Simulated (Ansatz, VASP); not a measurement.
## C: VASP beside Ansatz

INCAR

```
PREC = Accurate
ENCUT = 600
EDIFF = 1E-7
ISMEAR = 0
SIGMA = 0.02
LREAL = False
LASPH = True
NELM = 120
ALGO = Normal
ISIF = 3
LWAVE = False
LCHARG = False
IBRION = 2
NSW = 100
EDIFFG = -0.005
GGA_COMPAT = False
NELMIN = 4
```

The input KPOINTS:

```
Automatic mesh
0
Gamma
  12 12 12
```

Contents of POSCAR:

```
C
1.0
    0.0000000000      1.7660493893      1.7660493893
    1.7660493893      0.0000000000      1.7660493893
    1.7660493893      1.7660493893      0.0000000000
C
2
Direct
    0.5000000000      0.5000000000      0.5000000000
    0.7500000000      0.7500000000      0.7500000000
```

Input for Ansatz:

```yaml
crystal:
  lattice:
    - [0.0, 1.7660493893, 1.7660493893]
    - [1.7660493893, 0.0, 1.7660493893]
    - [1.7660493893, 1.7660493893, 0.0]
  atoms:
    - { symbol: C, position: [0.5, 0.5, 0.5] }
    - { symbol: C, position: [0.75, 0.75, 0.75] }
basis:
  ecutwfc: 420
kpoints:
  mp_grid: { grid: [12, 12, 12] }
hamiltonian:
  xc: lda
scf:
  occupations: { method: gaussian, width: 0.02 }
  convergence: { dr2_threshold: 1.0e-06 }
output:
  forces: true
  eigenvalues: true
  stress: true
relax:
  adjacent_minimum: "off"
  f_tol: 0.005
  max_steps: 80
  cell: { stress_tol: 0.05 }
```

Alike in both runs: task relaxation of cell and atoms; functional LDA; k mesh 12 × 12 × 12; occupations gaussian, width 0.02 eV; no spin polarisation.

|  | VASP | Ansatz |
| --- | --- | --- |
| version | VASP 6.6.1 | Ansatz 0.2.0 |
| potentials or method | VASP PAW LDA potentials, release 64 (C), cutoff 600 eV | scalar-relativistic, plane waves, PAW |
| valence electrons in the cell | 8 | 8 |

Ansatz gave:

- gap on the k mesh at the Fermi level, each at its own relaxed structure (eV): 4.20
- relaxed volume (Å³/atom): 5.51
- relaxed cell length with the largest relative difference (Å): 2.497

Q: What did VASP give for the same quantities?

A: gap on the k mesh at the Fermi level, each at its own relaxed structure (eV): 4.19; relaxed volume (Å³/atom): 5.52; relaxed cell length with the largest relative difference (Å): 2.499.

LDA's correlation is that of Perdew and Zunger in VASP and of Perdew and Wang (1992) in Ansatz. Ansatz's warnings: force scf threshold loose, stress scf threshold loose.
